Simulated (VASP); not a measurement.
Write the native input for VASP 6.6.1 that does the following.

- Task: single point
- Functional: PBE
- Potentials or basis: VASP PAW PBE potentials, release 64 (Sn_d, O)
- Cutoff: 520 eV
- k mesh: 8 × 8 × 8
- Occupations: fermi-dirac, width 0.02 eV
- Spin: no spin polarisation
- Dipole correction: no
- Further INCAR settings: ALGO = Normal; EDIFF = 1e-06; NBANDS = 17

The structure of SnO lies in POSCAR:

```
SnO
1.0
    0.0000000000      2.5369732559      2.5369732559
    2.5369732559      0.0000000000      2.5369732559
    2.5369732559      2.5369732559      0.0000000000
Sn O
1 1
Direct
    0.0000000000      0.0000000000      0.0000000000
    0.5000000000      0.5000000000      0.5000000000
```

One way to write it, as run:

INCAR

```
  ALGO = Normal
  EDIFF = 1E-6
  ENCUT = 520
  GGA = PE
  ISIF = 2
  ISMEAR = -1
  LASPH = T
  LCHARG = F
  LREAL = F
  LWAVE = F
  NBANDS = 17
  NELM = 80
  PREC = Accurate
  SIGMA = 0.02
```

KPOINTS

```
k-points
0
Gamma
  8 8 8
```

Potentials or basis: VASP PAW PBE potentials, release 64 (Sn_d, O).

The run is started by

```bash
$ cat potpaw_PBE.64/Sn_d/POTCAR potpaw_PBE.64/O/POTCAR > POTCAR
$ mpirun -np 1 vasp_std > vasp.out
```

Results of the run:

| Item | Value |
| --- | --- |
| Pressure | 2.3 GPa |
| Band gap on the k mesh | 0.89 eV (least direct gap 0.95 eV) |

Caveat: spin-orbit coupling is left out, which moves the levels of the heavy elements.

Run time: 16 s on 1 thread of Intel Xeon 8259CL, with other jobs on the host, peak memory 0.16 GiB.
